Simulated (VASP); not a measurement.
# Sb (R-3m) in VASP: a series of runs, part 2 of 2

VASP 6.6.1. The steps go on from the part before.

## 4. Single point, PBEsol (strain -0.015 along x and y, -0.030 along z)

INCAR

```
PREC     = Accurate       # precision mode
ENCUT    = 520            # plane-wave cutoff, eV
EDIFF    = 1E-6           # SCF threshold, eV
ISMEAR   = 0              # smearing method
SIGMA    = 0.15           # smearing width, eV
LREAL    = F              # projectors in reciprocal space
LASPH    = T              # aspherical terms in the spheres
NELM     = 80             # most SCF steps
ALGO     = Normal         # electronic algorithm
ISIF     = 2              # what is computed and relaxed
LWAVE    = F              # write WAVECAR
LCHARG   = F              # write CHGCAR
GGA      = PS             # functional
NBANDS   = 12             # bands
```

KPOINTS

```
Automatic mesh
0
Gamma
  12 12 12
```

POSCAR

```
Sb
1.0
    2.1183413270      1.2230249354      3.6316800000
   -2.1183413270      1.2230249354      3.6316800000
    0.0000000000     -2.4460498707      3.6316800000
Sb
2
Direct
    0.2336400000      0.2336400000      0.2336400000
    0.7663600000      0.7663600000      0.7663600000
```

Potentials or basis: VASP PAW PBE potentials, release 64 (Sb).

The run is started by

```console
$ cat potpaw_PBE.64/Sb/POTCAR > POTCAR
$ mpirun -np 1 vasp_std > vasp.out
```

OUTCAR:

```text
PREC = Accurate
   ENCUT = 520
   EDIFF = 1E-6
   ISMEAR = 0
   LREAL = F
   LASPH = T
   NELM = 80
   ISIF = 2
   GGA = PS

 ion  position               nearest neighbor table
   1  0.234  0.234  0.234-   2 2.85   2 2.85   2 2.85   2 3.27   2 3.27   2 3.27
   2  0.766  0.766  0.766-   1 2.85   1 2.85   1 2.85   1 3.27   1 3.27   1 3.27

  LATTYP: Found a trigonal (rhomboedric) cell.
 ALAT       =     4.3786138894
 COS(alpha) =     0.5318892950

  Lattice vectors:

 A1 = (   2.1183413270,   1.2230249354,   3.6316800000)
 A2 = (  -2.1183413270,   1.2230249354,   3.6316800000)
 A3 = (   0.0000000000,  -2.4460498707,   3.6316800000)

Analysis of symmetry for initial positions (statically):
=====================================================================
 Subroutine PRICEL returns:
 Original cell was already a primitive cell.

 Routine SETGRP: Setting up the symmetry group for a
 trigonal (rhombohedral) supercell.

 Subroutine GETGRP returns: Found 12 space group operations
 (whereof 12 operations were pure point group operations)
 out of a pool of 12 trial point group operations.

The static configuration has the point symmetry D_3d.

Analysis of symmetry for dynamics (positions and initial velocities):
=====================================================================
 Subroutine PRICEL returns:
 Original cell was already a primitive cell.

 Routine SETGRP: Setting up the symmetry group for a
 trigonal (rhombohedral) supercell.

 Subroutine GETGRP returns: Found 12 space group operations
 (whereof 12 operations were pure point group operations)
 out of a pool of 12 trial point group operations.

The dynamic configuration has the point symmetry D_3d.

 Subroutine INISYM returns: Found 12 space group operations
 (whereof 12 operations are pure point group operations),
 and found     1 'primitive' translations

----------------------------------------------------------------------------------------

                                     Primitive cell

  volume of cell :      56.4534

  direct lattice vectors                    reciprocal lattice vectors
     2.118341327  1.223024935  3.631680000     0.236033728  0.136274136  0.091784886
    -2.118341327  1.223024935  3.631680000    -0.236033728  0.136274136  0.091784886
     0.000000000 -2.446049871  3.631680000     0.000000000 -0.272548272  0.091784886

  length of vectors
     4.378613889  4.378613889  4.378613889     0.287588293  0.287588293  0.287588293

  position of ions in fractional coordinates (direct lattice)
     0.233640000  0.233640000  0.233640000
     0.766360000  0.766360000  0.766360000

  ion indices of the primitive-cell ions
   primitive index   ion index
                 1           1
                 2           2

----------------------------------------------------------------------------------------

 KPOINTS: Automatic mesh

Automatic generation of k-mesh.
 Grid dimensions read from file:
 generate k-points for:   12   12   12

 Generating k-lattice:

  Cartesian coordinates                     Fractional coordinates (reciprocal lattice)
     0.019669477  0.011356178  0.007648740     0.083333333  0.000000000  0.000000000
[... 42 lines left out ...]
   number of dos      NEDOS =    301   number of ions     NIONS =      2
   total plane-waves  NPLWV =  46656
   dimension x,y,z NGX =    36 NGY =   36 NGZ =   36
   dimension x,y,z NGXF=    72 NGYF=   72 NGZF=   72
   ions per type =               2
   NGX,Y,Z   is equivalent  to a cutoff of  13.67, 13.67, 13.67 a.u.
   NGXF,Y,Z  is equivalent  to a cutoff of  27.34, 27.34, 27.34 a.u.
 SYSTEM =  unknown system
   PREC   = accura    normal or accurate (medium, high low for compatibility)
   ISTART =      0    job   : 0-new  1-cont  2-samecut
   ICHARG =      2    charge: 1-file 2-atom 10-const
   ISPIN  =      1    spin polarized calculation?
   LNONCOLLINEAR =      F non collinear calculations
   LSORBIT =      F    spin-orbit coupling
   LASPH  =      T    aspherical Exc in radial PAW
   ENCUT  =  520.0 eV  38.22 Ry    6.18 a.u.   8.14  8.14  8.14*2*pi/ulx,y,z
   NELM   =     80;   NELMIN=  2; NELMDL= -5     # of ELM steps
   EDIFF  = 0.1E-05   stopping-criterion for ELM
   LREAL  =      F    real-space projection
   EDIFFG = 0.1E-04   stopping-criterion for IOM
   NSW    =      0    number of steps for IOM
   IBRION =     -1    ionic relax: 0-MD 1-quasi-New 2-CG
   NFREE  =      0    steps in history (QN), initial steepest desc. (CG)
   ISIF   =      2    stress and relaxation
   ISYM   =      2    0-nonsym 1-usesym 2-fastsym
   POTIM  = 0.5000    time-step for ionic-motion
   TEBEG  =    0.0;   TEEND  =   0.0 temperature during run
   PSTRESS=    0.0 pullay stress
   NELECT =      10.0000    total number of electrons
   NUPDOWN=      -1.0000    fix difference up-down
   EMIN   =  10.00;   EMAX   =-10.00  energy-range for DOS
   EFERMI =   0.00;   METHOD = LEGACY
   ISMEAR =     0;   SIGMA  =   0.15  broadening in eV -4-tet -1-fermi 0-gaus
   EFERMI_NEDOS =   21; number of points for ismear=-14 and -15
   IALGO  =     38    algorithm
   IMIX   =      4    mixing-type and parameters
     AMIX     =   0.40;   BMIX     =  1.00
     AMIX_MAG =   1.60;   BMIX_MAG =  1.00
  volume/ion in A,a.u.               =      28.23       190.48
  Fermi-wavevector in a.u.,A,eV,Ry     =   0.919415  1.737442 11.501325  0.845324
  Thomas-Fermi vector in A             =   2.044606
   LORBIT       =      0    0 simple, 1 ext, 2 COOP (PROOUT), +10 PAW based schemes
   GGA     = PS    functional components
   LHFCALC =     F    Hartree Fock is set to
   AEXX    =    0.0000 exact exchange contribution
   IVDW    =     0    specifies the selected vdW correction
   LEPSILON=     F    determine dielectric tensor
   LRPA    =     F    only Hartree local field effects (RPA)
 non-spin polarized calculation
 Gauss-broadening in eV      SIGMA  =   0.15
  energy-cutoff  :      520.00
  volume of cell :       56.45
 maximum number of plane-waves:      1538
 NGX is ok and might be reduce to    36
   NGX = 17   NGY = 17   NGZ = 17

 number of electron      10.0000000 magnetization

 Free energy of the ion-electron system (eV)
  ---------------------------------------------------
  ext. energy  EPLUGINS =         0.00000000
  ---------------------------------------------------
  free energy    TOTEN  =        -9.05818115 eV

  energy without entropy =       -9.05624506  energy(sigma->0) =       -9.05721310

 E-fermi :   7.9833     XC(G=0):  -9.9548

 val. band max:        7.9738814186   @ k =   0.5000   0.5000   0.5000
 cond. band min:       8.1386571059   @ k =   0.4167   0.0000   0.0000
 fundamental gap:      0.1647756873
 Fermi energy:         7.9833194892

 k-point     1 :       0.0000    0.0000    0.0000
  band No.  band energies     occupation
      1      -5.2718      2.00000
      2       3.6074      2.00000
      3       5.9110      2.00000
      4       6.0226      2.00000
      5       6.0226      2.00000
      6      10.1174      0.00000
      7      10.8238      0.00000
      8      10.8238      0.00000
      9      12.9505      0.00000
     10      12.9505      0.00000
     11      13.2530      0.00000
     12      14.2907      0.00000
[... 331 lines left out ...]
 k-point    24 :      -0.4167    0.1667    0.0000
  band No.  band energies     occupation
      1      -2.5570      2.00000
      2      -1.7720      2.00000
      3       3.9624      2.00000
      4       5.6450      2.00000
      5       6.1960      2.00000
      6       8.9976      0.00000
      7       9.4338      0.00000
      8      11.2883      0.00000
      9      14.5742      0.00000
     10      15.0696      0.00000
     11      15.6519      0.00000
     12      18.3891      0.00000

 [... further k-points ...]

------------------------ aborting loop because EDIFF is reached ----------------------------------------

  FORCE on cell =-STRESS in cart. coord.  units (eV):
  Direction    XX          YY          ZZ          XY          YZ          ZX
  --------------------------------------------------------------------------------------
  -------------------------------------------------------------------------------------
  Total        1.7411651      1.7411651      1.4610873      0.0000000      0.0000000      0.0000000
  in kB       49.4151890     49.4151890     41.4664336      0.0000000      0.0000000      0.0000000
  external PRESSURE =      46.7656039 kB  Pullay stress =       0.0000000 kB

 VOLUME and BASIS-vectors are now :
 -----------------------------------------------------------------------------
  energy-cutoff  :      520.00
  volume of cell :       56.45
      direct lattice vectors                 reciprocal lattice vectors
     2.118341327  1.223024935  3.631680000     0.236033728  0.136274136  0.091784886
    -2.118341327  1.223024935  3.631680000    -0.236033728  0.136274136  0.091784886
     0.000000000 -2.446049871  3.631680000     0.000000000 -0.272548272  0.091784886

 POSITION                                       TOTAL-FORCE (eV/Angst)
 -----------------------------------------------------------------------------------
      0.00000      0.00000      2.54552         0.000000      0.000000      0.584209
      0.00000      0.00000      8.34952         0.000000     -0.000000     -0.584209
 -----------------------------------------------------------------------------------
    total drift:                                0.000000     -0.000000      0.000000

  FREE ENERGIE OF THE ION-ELECTRON SYSTEM (eV)
  ---------------------------------------------------
  free  energy   TOTEN  =        -9.0581811464 eV

  energy  without entropy=       -9.0562450550  energy(sigma->0) =       -9.05721310
```

It took 2.6 min on 1 thread of Intel Xeon 8259CL, shared host; peak memory 0.28 GiB.

Results:

```yaml
Free_energy: -9.0582 eV
Pressure: 4.7 GPa
Largest_force: 0.584 eV/Å
Band_gap_on_the_k_mesh: zero (bands 5 and 6 overlap by 0.37 eV)
```

Forces on the atoms (eV/Å):
```
Sb   0.000  0.000  0.584
Sb   0.000  0.000 -0.584
```

Stress tensor (GPa, compression positive):
```
4.94 0.00 0.00
0.00 4.94 0.00
0.00 0.00 4.15
```

Levels at points of the mesh, in eV from the Fermi level:
```
           k point  band 1  band 2  band 3  band 4  band 5  band 6  band 7  band 8  band 9  band 10
(0.00, 0.00, 0.00)  -13.26   -4.38   -2.07   -1.96   -1.96    2.13    2.84    2.84    4.97     4.97
(0.50, 0.00, 0.00)  -10.71   -9.97   -2.07   -1.83   -0.27   -0.20    0.28    0.43    7.81     8.66
(0.50, 0.50, 0.00)  -10.64   -8.09   -5.80   -4.01   -4.00    1.26    5.39    5.88    7.66     8.97
(0.50, 0.50, 0.50)  -11.52   -9.25   -1.46   -1.46   -0.52   -0.01   -0.01    1.20    7.22     8.88
```

Caveat: the cell differs from its parent crystal (strain -0.015 along x and y, -0.030 along z); the cell stands under pressure; the PAW data sets were made with another functional, which shifts forces and pressure a little; spin-orbit coupling is left out, which moves the levels of the heavy elements.

## 5. Single point, PBEsol (strain -0.030 along x and y, +0.015 along z)

INCAR

```
PREC = Accurate
ENCUT = 520
EDIFF = 1E-6
ISMEAR = 0
SIGMA = 0.15
LREAL = False
LASPH = True
NELM = 80
ALGO = Normal
ISIF = 2
LWAVE = False
LCHARG = False
GGA = PS
NBANDS = 12
```

KPOINTS is that of step 4.

POSCAR

```
Sb
1.0
    2.0860823220      1.2044001902      3.8001600000
   -2.0860823220      1.2044001902      3.8001600000
    0.0000000000     -2.4088003803      3.8001600000
Sb
2
Direct
    0.2336400000      0.2336400000      0.2336400000
    0.7663600000      0.7663600000      0.7663600000
```

Potentials or basis: VASP PAW PBE potentials, release 64 (Sb).

The run is started by

```console
$ cat potpaw_PBE.64/Sb/POTCAR > POTCAR
$ mpirun -np 1 vasp_std > vasp.out
```

OUTCAR:

```text
PREC = Accurate
   ENCUT = 520
   EDIFF = 1E-6
   ISMEAR = 0
   LREAL = False
   LASPH = True
   NELM = 80
   ISIF = 2
   GGA = PS

 ion  position               nearest neighbor table
   1  0.234  0.234  0.234-   2 2.85   2 2.85   2 2.85   2 3.31   2 3.31   2 3.31
   2  0.766  0.766  0.766-   1 2.85   1 2.85   1 2.85   1 3.31   1 3.31   1 3.31

  LATTYP: Found a trigonal (rhomboedric) cell.
 ALAT       =     4.4992816424
 COS(alpha) =     0.5700613168

  Lattice vectors:

[... 548 lines left out ...]
------------------------ aborting loop because EDIFF is reached ----------------------------------------

  FORCE on cell =-STRESS in cart. coord.  units (eV):
  Direction    XX          YY          ZZ          XY          YZ          ZX
  --------------------------------------------------------------------------------------
  -------------------------------------------------------------------------------------
  Total        1.7135883      1.7135883      0.8546680      0.0000000      0.0000000      0.0000000
  in kB       47.9249502     47.9249502     23.9030136      0.0000000      0.0000000      0.0000000
  external PRESSURE =      39.9176380 kB  Pullay stress =       0.0000000 kB

 VOLUME and BASIS-vectors are now :
 -----------------------------------------------------------------------------
  energy-cutoff  :      520.00
  volume of cell :       57.29
      direct lattice vectors                 reciprocal lattice vectors
     2.086082322  1.204400190  3.800160000     0.239683734  0.138381468  0.087715605
    -2.086082322  1.204400190  3.800160000    -0.239683734  0.138381468  0.087715605
     0.000000000 -2.408800380  3.800160000     0.000000000 -0.276762936  0.087715605

 POSITION                                       TOTAL-FORCE (eV/Angst)
 -----------------------------------------------------------------------------------
      0.00000      0.00000      2.66361         0.000000      0.000000      0.496873
      0.00000      0.00000      8.73687         0.000000     -0.000000     -0.496873
 -----------------------------------------------------------------------------------
    total drift:                                0.000000     -0.000000      0.000000

  FREE ENERGIE OF THE ION-ELECTRON SYSTEM (eV)
  ---------------------------------------------------
  free  energy   TOTEN  =        -9.0561962360 eV

  energy  without entropy=       -9.0520224336  energy(sigma->0) =       -9.05410933
```

OSZICAR:

```text
N       E                     dE             d eps       ncg     rms          rms(c)
DAV:   1     0.351523433646E+02    0.35152E+02   -0.36276E+03  4536   0.659E+02
DAV:   2    -0.708450953484E+01   -0.42237E+02   -0.40784E+02  5852   0.111E+02
DAV:   3    -0.906169120333E+01   -0.19772E+01   -0.19485E+01  5588   0.261E+01
DAV:   4    -0.907815598755E+01   -0.16465E-01   -0.16457E-01  5228   0.289E+00
DAV:   5    -0.907834631010E+01   -0.19032E-03   -0.19032E-03  5572   0.342E-01    0.319E+00
DAV:   6    -0.906423259361E+01    0.14114E-01   -0.33954E-03  5284   0.310E-01    0.193E+00
DAV:   7    -0.905616684872E+01    0.80657E-02   -0.79562E-03  5136   0.474E-01    0.494E-02
DAV:   8    -0.905618911491E+01   -0.22266E-04   -0.21991E-04  5364   0.961E-02    0.178E-02
DAV:   9    -0.905619666442E+01   -0.75495E-05   -0.17109E-05  5552   0.240E-02    0.805E-03
DAV:  10    -0.905619623601E+01    0.42840E-06   -0.12234E-06  3740   0.628E-03
   1 F= -.90561962E+01 E0= -.90541093E+01  d E =-.417380E-02
```

Run time: 2.2 min. Hardware: 1 thread of Intel Xeon 8259CL, shared host; peak memory 0.28 GiB.

What came out:

| Property | Result |
| --- | --- |
| Free energy | -9.0562 eV |
| Pressure | 4.0 GPa |
| Largest force | 0.497 eV/Å |
| Band gap on the k mesh | zero (bands 5 and 6 overlap by 0.44 eV) |

Forces on the atoms (eV/Å):
```
Sb   0.000  0.000  0.497
Sb   0.000  0.000 -0.497
```

Levels at points of the mesh, in eV from the Fermi level:
```csv
k point,band 3,band 4,band 5,band 6,band 7,band 8
"(0.00, 0.00, 0.00)",-2.52,-1.70,-1.70,2.07,2.78,2.78
"(0.50, 0.00, 0.00)",-2.18,-2.04,-0.33,-0.18,-0.06,0.55
"(0.50, 0.50, 0.00)",-5.71,-4.12,-3.72,1.34,5.12,5.77
"(0.50, 0.50, 0.50)",-1.20,-1.20,-0.11,0.31,0.31,1.50
```

Caveat: the cell differs from its parent crystal (strain -0.030 along x and y, +0.015 along z); the cell stands under pressure; the PAW data sets were made with another functional, which shifts forces and pressure a little; spin-orbit coupling is left out, which moves the levels of the heavy elements.

## 6. Summary

```csv
cell,gap on the mesh (eV),pressure (GPa),largest force (eV/Å)
"a = 4.405 Å, angles 56.5°, 2 atoms",none,6.2,0.69
"a = 4.452 Å, angles 55.9°, 2 atoms",none,5.1,0.60
"a = 4.379 Å, angles 57.9°, 2 atoms",none,4.7,0.58
"a = 4.499 Å, angles 55.2°, 2 atoms",none,4.0,0.50
```

Alike in all rows: task single point; level PBEsol; potentials or basis VASP PAW PBE potentials, release 64 (Sb); no spin polarisation; k mesh 12 × 12 × 12; cutoff (eV) 520; smearing gaussian 0.15 eV.

Caveats: the cell stands under pressure; the PAW data sets were made with another functional, which shifts forces and pressure a little; spin-orbit coupling is left out, which moves the levels of the heavy elements.

Absolute energies hang on the potentials; compare differences alone.

The gap in the log of VASP goes by the Fermi energy; the results here count the filled bands.